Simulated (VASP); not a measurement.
# Ta in VASP: single point with PBE

Aim: the single point of Ta with PBE.

Program: VASP 6.6.1. These are calculated values, not measurements. Logs are shortened: lines on timing, memory, paths and dates and some standing lists are left out, and cuts for length are marked.

### Step 1. The cell of the first run

The cell holds a slab with vacuum, 4 atoms: a = 3.320 Å, b = 3.320 Å, c = 20.979 Å, α = 90.00°, β = 90.00°, γ = 90.00°.

### Step 2. Single point, PBE

POSCAR reads:

```
Ta
1.0
    3.3195547170      0.0000000000      0.0000000000
    0.0000000000      3.3195547170      0.0000000000
    0.0000000000      0.0000000000     20.9793000000
Ta
4
Direct
    0.2500000000      0.2500000000      0.3813274972
    0.7500000000      0.7500000000      0.4604424988
    0.2500000000      0.2500000000      0.5395575008
    0.7500000000      0.7500000000      0.6186725028
```

INCAR.step1 reads:

```
  PREC = Accurate
  ENCUT = 520
  EDIFF = 1E-6
  ISMEAR = -1
  SIGMA = 0.08
  LREAL = F
  LASPH = T
  NELM = 100
  ALGO = Normal
  ISIF = 2
  LWAVE = F
  LCHARG = T
  LMAXMIX = 4
  LDIPOL = T
  IDIPOL = 3
  DIPOL = 0.5 0.5 0.500
  GGA = PE
  NBANDS = 30
```

KPOINTS.step1 reads:

```
Automatic mesh
0
Gamma
  12 12 1
```

INCAR.step2 reads:

```
  PREC = Accurate
  ENCUT = 520
  EDIFF = 1E-6
  ISMEAR = -5
  SIGMA = 0.08
  LREAL = F
  LASPH = T
  NELM = 100
  ALGO = Normal
  ISIF = 2
  LWAVE = F
  LCHARG = F
  LMAXMIX = 4
  LDIPOL = T
  IDIPOL = 3
  DIPOL = 0.5 0.5 0.500
  GGA = PE
  LORBIT = 10
  NEDOS = 2001
  ICHARG = 11
```

KPOINTS.step2 reads:

```
Automatic mesh
0
Gamma
  18 18 1
```

Potentials or basis: VASP PAW PBE potentials, release 64 (Ta_pv).

Run with:

```console
$ cat potpaw_PBE.64/Ta_pv/POTCAR > POTCAR
$ cp INCAR.step1 INCAR
$ cp KPOINTS.step1 KPOINTS
$ mpirun -np 1 vasp_std > vasp.out
$ cp INCAR.step2 INCAR
$ cp KPOINTS.step2 KPOINTS
$ mpirun -np 1 vasp_std > vasp.out
```

OUTCAR:

```text
PREC = Accurate
   ENCUT = 520
   EDIFF = 1E-6
   ISMEAR = -5
   LREAL = F
   LASPH = T
   NELM = 100
   ISIF = 2
   GGA = PE
   LORBIT = 10
   ICHARG = 11

 ion  position               nearest neighbor table
   1  0.250  0.250  0.381-   2 2.87   2 2.87   2 2.87   2 2.87   3 3.32
   2  0.750  0.750  0.460-   1 2.87   1 2.87   1 2.87   1 2.87   3 2.87   3 2.87   3 2.87   3 2.87
                             4 3.32
   3  0.250  0.250  0.540-   2 2.87   4 2.87   2 2.87   4 2.87   2 2.87   4 2.87   2 2.87   4 2.87
                             1 3.32
   4  0.750  0.750  0.619-   3 2.87   3 2.87   3 2.87   3 2.87   2 3.32

  LATTYP: Found a simple tetragonal cell.
 ALAT       =     3.3195547170
 C/A-ratio  =     6.3199139007

  Lattice vectors:

 A1 = (   3.3195547170,   0.0000000000,   0.0000000000)
 A2 = (   0.0000000000,   3.3195547170,   0.0000000000)
 A3 = (   0.0000000000,   0.0000000000,  20.9793000000)

Analysis of symmetry for initial positions (statically):
=====================================================================
 Subroutine PRICEL returns:
 Original cell was already a primitive cell.

 Routine SETGRP: Setting up the symmetry group for a
 simple tetragonal supercell.

 Subroutine GETGRP returns: Found 16 space group operations
 (whereof  4 operations were pure point group operations)
 out of a pool of 16 trial point group operations.

The static configuration has the point symmetry C_2h.
 The point group associated with its full space group is D_4h.

Analysis of symmetry for dynamics (positions and initial velocities):
=====================================================================
 Subroutine PRICEL returns:
 Original cell was already a primitive cell.

 Routine SETGRP: Setting up the symmetry group for a
 simple tetragonal supercell.

 Subroutine GETGRP returns: Found 16 space group operations
 (whereof  4 operations were pure point group operations)
 out of a pool of 16 trial point group operations.

The dynamic configuration has the point symmetry C_2h.
 The point group associated with its full space group is D_4h.

 Subroutine INISYM returns: Found 16 space group operations
 (whereof  4 operations are pure point group operations),
 and found     1 'primitive' translations

----------------------------------------------------------------------------------------

                                     Primitive cell

  volume of cell :     231.1802

  direct lattice vectors                    reciprocal lattice vectors
     3.319554717  0.000000000  0.000000000     0.301245223  0.000000000  0.000000000
     0.000000000  3.319554717  0.000000000     0.000000000  0.301245223  0.000000000
     0.000000000  0.000000000 20.979300000     0.000000000  0.000000000  0.047666033

  length of vectors
     3.319554717  3.319554717 20.979300000     0.301245223  0.301245223  0.047666033

  position of ions in fractional coordinates (direct lattice)
     0.250000000  0.250000000  0.381327497
     0.750000000  0.750000000  0.460442499
     0.250000000  0.250000000  0.539557501
     0.750000000  0.750000000  0.618672503

  ion indices of the primitive-cell ions
   primitive index   ion index
                 1           1
                 2           2
                 3           3
                 4           4

----------------------------------------------------------------------------------------

 KPOINTS: Automatic mesh

Automatic generation of k-mesh.
 Grid dimensions read from file:
 generate k-points for:   18   18    1

 Generating k-lattice:

  Cartesian coordinates                     Fractional coordinates (reciprocal lattice)
     0.016735846  0.000000000  0.000000000     0.055555556  0.000000000  0.000000000
     0.000000000  0.016735846  0.000000000     0.000000000  0.055555556  0.000000000
     0.000000000  0.000000000  0.047666033     0.000000000  0.000000000  1.000000000

  Length of vectors
     0.016735846  0.016735846  0.047666033

  Shift w.r.t. Gamma in fractional coordinates (k-lattice)
     0.000000000  0.000000000  0.000000000

 TETIRR: Found    495 inequivalent tetrahedra from     1944

 Subroutine IBZKPT returns following result:
 ===========================================

 Found     55 irreducible k-points:

 Following reciprocal coordinates:
            Coordinates               Weight
  0.000000  0.000000  0.000000      1.000000
  0.055556  0.000000  0.000000      4.000000
  0.111111  0.000000  0.000000      4.000000
  0.166667  0.000000  0.000000      4.000000
  0.222222  0.000000  0.000000      4.000000
  0.277778  0.000000  0.000000      4.000000
[... 16 lines left out ...]
  0.277778  0.111111  0.000000      8.000000
  0.333333  0.111111  0.000000      8.000000
 [... further k-points ...]
   k-points           NKPTS =     55   k-points in BZ     NKDIM =     55   number of bands    NBANDS=     26
   number of dos      NEDOS =   2001   number of ions     NIONS =      4
   total plane-waves  NPLWV = 125440
   dimension x,y,z NGX =    28 NGY =   28 NGZ =  160
   dimension x,y,z NGXF=    56 NGYF=   56 NGZF=  320
   ions per type =               4
   NGX,Y,Z   is equivalent  to a cutoff of  14.02, 14.02, 12.68 a.u.
   NGXF,Y,Z  is equivalent  to a cutoff of  28.05, 28.05, 25.36 a.u.
 SYSTEM =  unknown system
   PREC   = accura    normal or accurate (medium, high low for compatibility)
   ISTART =      0    job   : 0-new  1-cont  2-samecut
   ICHARG =     11    charge: 1-file 2-atom 10-const
   ISPIN  =      1    spin polarized calculation?
   LNONCOLLINEAR =      F non collinear calculations
   LSORBIT =      F    spin-orbit coupling
   LASPH  =      T    aspherical Exc in radial PAW
   ENCUT  =  520.0 eV  38.22 Ry    6.18 a.u.   6.17  6.17 39.01*2*pi/ulx,y,z
   NELM   =    100;   NELMIN=  2; NELMDL=  0     # of ELM steps
   EDIFF  = 0.1E-05   stopping-criterion for ELM
   LREAL  =      F    real-space projection
   EDIFFG = 0.1E-04   stopping-criterion for IOM
   NSW    =      0    number of steps for IOM
   IBRION =     -1    ionic relax: 0-MD 1-quasi-New 2-CG
   NFREE  =      0    steps in history (QN), initial steepest desc. (CG)
   ISIF   =      2    stress and relaxation
   ISYM   =      2    0-nonsym 1-usesym 2-fastsym
   POTIM  = 0.5000    time-step for ionic-motion
   TEBEG  =    0.0;   TEEND  =   0.0 temperature during run
   PSTRESS=    0.0 pullay stress
   NELECT =      44.0000    total number of electrons
   NUPDOWN=      -1.0000    fix difference up-down
   EMIN   =  10.00;   EMAX   =-10.00  energy-range for DOS
   EFERMI =   0.00;   METHOD = LEGACY
   ISMEAR =    -5;   SIGMA  =   0.08  broadening in eV -4-tet -1-fermi 0-gaus
   EFERMI_NEDOS =   21; number of points for ismear=-14 and -15
   IALGO  =     38    algorithm
   IMIX   =      4    mixing-type and parameters
     AMIX     =   0.40;   BMIX     =  1.00
     AMIX_MAG =   1.60;   BMIX_MAG =  1.00
  volume/ion in A,a.u.               =      57.80       390.02
  Fermi-wavevector in a.u.,A,eV,Ry     =   0.941692  1.779540 12.065424  0.886784
  Thomas-Fermi vector in A             =   2.069228
   LORBIT       =     10    0 simple, 1 ext, 2 COOP (PROOUT), +10 PAW based schemes
   GGA     = PE    functional components
   LHFCALC =     F    Hartree Fock is set to
   AEXX    =    0.0000 exact exchange contribution
   IVDW    =     0    specifies the selected vdW correction
   LEPSILON=     F    determine dielectric tensor
   LRPA    =     F    only Hartree local field effects (RPA)
 non-spin polarized calculation
 Fermi weights with tetrahedron method with Bloechl corrections
  energy-cutoff  :      520.00
  volume of cell :      231.18
 maximum number of plane-waves:      6264
 NGX is ok and might be reduce to    28

 number of electron      43.9999994 magnetization

 dipolmoment           0.000000      0.000000     -0.000000 electrons x Angstroem

 Free energy of the ion-electron system (eV)
  ---------------------------------------------------
  ext. energy  EPLUGINS =         0.00000000
  ---------------------------------------------------
  free energy    TOTEN  =       -43.35012490 eV

  energy without entropy =      -43.35012490  energy(sigma->0) =      -43.35012490

 E-fermi :  -0.6737     XC(G=0):  -5.1601

 val. band max:       -0.6813804339   @ k =   0.2222   0.2222   0.0000
 cond. band min:      -0.6615081221   @ k =   0.1111   0.0000   0.0000
 fundamental gap:      0.0198723118
 Fermi energy:        -0.6737231004

 k-point     1 :       0.0000    0.0000    0.0000
  band No.  band energies     occupation
      1     -35.6465      2.00000
      2     -35.6249      2.00000
      3     -35.4660      2.00000
      4     -35.4660      2.00000
      5     -35.4466      2.00000
      6     -35.4466      2.00000
[... 18 lines left out ...]
     25      -0.1284      0.00000
     26       0.0543      0.00000

 k-point     2 :       0.0556    0.0000    0.0000
  band No.  band energies     occupation
      1     -35.6483      2.00000
      2     -35.6246      2.00000
      3     -35.4710      2.00000
      4     -35.4640      2.00000
      5     -35.4560      2.00000
      6     -35.4453      2.00000
[... 18 lines left out ...]
     25      -0.0938      0.00000
[... 608 lines left out ...]
     25      -0.2410      0.00000
     26       0.3432      0.00000

 k-point    24 :       0.3333    0.1111    0.0000
  band No.  band energies     occupation
      1     -35.6782      2.00000
      2     -35.6449      2.00000
      3     -35.6149      2.00000
      4     -35.6041      2.00000
      5     -35.4467      2.00000
      6     -35.4390      2.00000
[... 18 lines left out ...]
     25      -0.3374      0.00000
     26       0.4899      0.00000

 [... further k-points ...]

------------------------ aborting loop because EDIFF is reached ----------------------------------------

 vacuum level on the upper side and lower side of the slab       (xc-potential included)        -0.008        -0.008

  FORCE on cell =-STRESS in cart. coord.  units (eV):
  Direction    XX          YY          ZZ          XY          YZ          ZX
  --------------------------------------------------------------------------------------
  -------------------------------------------------------------------------------------
  Total       -7.3990750     -7.3990750     -5.0783003     -0.0000000      0.0000000     -0.0000000
  in kB      -51.2787415    -51.2787415    -35.1947837     -0.0000000      0.0000000     -0.0000000
  external PRESSURE =     -45.9174222 kB  Pullay stress =       0.0000000 kB

 VOLUME and BASIS-vectors are now :
 -----------------------------------------------------------------------------
  energy-cutoff  :      520.00
  volume of cell :      231.18
      direct lattice vectors                 reciprocal lattice vectors
     3.319554717  0.000000000  0.000000000     0.301245223  0.000000000  0.000000000
     0.000000000  3.319554717  0.000000000     0.000000000  0.301245223  0.000000000
     0.000000000  0.000000000 20.979300000     0.000000000  0.000000000  0.047666033

 POSITION                                       TOTAL-FORCE (eV/Angst)
 -----------------------------------------------------------------------------------
      0.82989      0.82989      7.99998        -0.000000     -0.000000      0.989976
      2.48967      2.48967      9.65976         0.000000      0.000000     -0.734090
      0.82989      0.82989     11.31954         0.000000     -0.000000      0.734090
      2.48967      2.48967     12.97932        -0.000000     -0.000000     -0.989976
 -----------------------------------------------------------------------------------
    total drift:                                0.000000      0.000000     -0.000006

  FREE ENERGIE OF THE ION-ELECTRON SYSTEM (eV)
  ---------------------------------------------------
  free  energy   TOTEN  =       -43.3501248950 eV

  energy  without entropy=      -43.3501248950  energy(sigma->0) =      -43.35012490

 vacuum level on the upper side and lower side of the slab         3.288         3.288

 total charge

# of ion       s       p       d       tot
------------------------------------------
    1        0.368   6.074   2.222   8.664
    2        0.367   6.176   2.321   8.864
    3        0.367   6.176   2.321   8.864
    4        0.368   6.074   2.222   8.664
--------------------------------------------------
tot          1.471  24.500   9.086  35.057
```

Run time: 17 min. Hardware: 1 thread of Intel Xeon 8259CL, shared host; peak memory 0.47 GiB.

Results:

| Item | Value |
| --- | --- |
| Valence electrons inside the program's atomic spheres | Ta 8.66, 8.86 (each value once) |

Levels at points of the mesh, in eV from the Fermi level:
```csv
k point,band 18,band 19,band 20,band 21,band 22,band 23,band 24,band 25,band 26
"(0.00, 0.00, 0.00)",-2.36,-0.23,-0.22,-0.03,0.31,0.31,0.55,0.55,0.73
"(0.50, 0.00, 0.00)",-1.30,-1.30,-1.30,-0.15,-0.15,0.23,0.23,0.82,0.82
"(0.50, 0.50, 0.00)",-1.94,-1.73,-1.73,-0.61,-0.61,1.73,1.73,2.35,2.35
```

Caveat: spin-orbit coupling is left out, which moves the levels of the heavy elements.
